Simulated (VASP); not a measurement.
Here is a VASP 6.6.1 calculation.

File INCAR:

```
PREC = Accurate
ENCUT = 520
EDIFF = 1E-6
ISMEAR = -1
SIGMA = 0.13605693000000002
LREAL = F
LASPH = T
NELM = 80
ALGO = Normal
ISIF = 2
LWAVE = F
LCHARG = F
GGA = PE
NBANDS = 12
```

File KPOINTS:

```
regular mesh
0
Gamma
  11 11 11
```

The input POSCAR:

```
Cd
1.0
    2.9951774370      0.0000000000      0.0000000000
    0.0000000000      2.9951774370      0.0000000000
    0.0000000000      0.0000000000      2.9951774370
Cd
1
Direct
    0.0000000000      0.0000000000      0.0000000000
```

Potentials or basis: VASP PAW PBE potentials, release 64 (Cd).

The run is started by

```console
$ cat potpaw_PBE.64/Cd/POTCAR > POTCAR
$ mpirun -np 1 vasp_std > vasp.out
```

Q: Predict the pressure.

A: 0.2 GPa.

Q: What does it give for the band gap on the k mesh?

A: Zero (band 6 reaches 4.86 eV, above the bottom of band 7 at 0.08 eV).
